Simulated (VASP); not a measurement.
Ga4BAs3: single point with PBE

Ga4BAs3:

```
CELL_PARAMETERS angstrom
5.56986 -0.00597 0.00058
-0.00578 5.54447 -0.00009
-2.78168 -2.76975 5.46476
ATOMIC_POSITIONS crystal
Ga 0.10738 0.10743 0.77768
Ga 0.67018 0.67017 0.77775
Ga 0.89232 0.32963 0.22192
Ga 0.32961 0.89240 0.22184
B 0.00005 0.00006 0.00016
As 0.75000 0.24996 0.49991
As 0.25033 0.75028 0.50047
As 0.50013 0.50005 0.00029
```

```json
{
  "Program": "VASP 6.6.1",
  "Task": "single point",
  "Functional": "PBE",
  "Potentials or basis": "VASP PAW PBE potentials, release 64 (Ga_d, B, As)",
  "Cutoff": "520 eV",
  "k mesh": "4 × 4 × 4",
  "Occupations": "gaussian, width 0.2 eV",
  "Spin": "no spin polarisation"
}
```

| Property | Result |
| --- | --- |
| Pressure | 0.3 GPa |
| Largest force | 0.034 eV/Å |
| Band gap on the k mesh | zero (bands 35 and 36 overlap by 1.71 eV) |

Forces on the atoms (eV/Å):
```
Ga  -0.015 -0.022  0.004
Ga   0.018  0.024  0.004
Ga   0.023 -0.024 -0.006
Ga  -0.021  0.023 -0.005
B   -0.001 -0.001  0.005
As  -0.001 -0.001  0.000
As  -0.001  0.000 -0.004
As  -0.001  0.001  0.001
```

Stress tensor (GPa, compression positive):
```
 0.17  0.09 -0.01
 0.09  0.27  0.00
-0.01  0.00  0.32
```

Levels at points of the mesh, in eV from the Fermi level:
```
           k point  band 31  band 32  band 33  band 34  band 35  band 36  band 37  band 38  band 39  band 40
(0.00, 0.00, 0.00)    -2.17    -1.82    -1.79     1.01     1.04     1.08     2.14     2.27     2.44     4.73
(0.50, 0.00, 0.00)    -1.67    -1.51    -1.22    -1.20    -0.32    -0.14     4.02     4.10     4.21     4.33
(0.00, 0.50, 0.00)    -1.70    -1.49    -1.25    -1.19    -0.31    -0.13     4.00     4.12     4.24     4.35
(0.50, 0.50, 0.00)    -0.41    -0.36    -0.24    -0.09     0.01     0.17     2.08     2.33     3.69     3.81
(0.00, 0.00, 0.50)    -1.69    -1.43    -0.83    -0.80    -0.69    -0.66     1.82     2.32     2.62     2.66
(0.50, 0.00, 0.50)    -1.67    -1.51    -1.22    -1.20    -0.32    -0.14     4.02     4.10     4.21     4.33
(0.00, 0.50, 0.50)    -1.70    -1.49    -1.25    -1.19    -0.31    -0.13     4.00     4.12     4.24     4.35
(0.50, 0.50, 0.50)    -0.41    -0.37    -0.22    -0.07     0.00     0.17     2.10     2.35     3.66     3.79
```

Wall time 7.9 min on 1 thread of Intel(R) Xeon(R) Platinum 8488C (Sapphire Rapids) (shared host), peak memory 0.42 GiB.
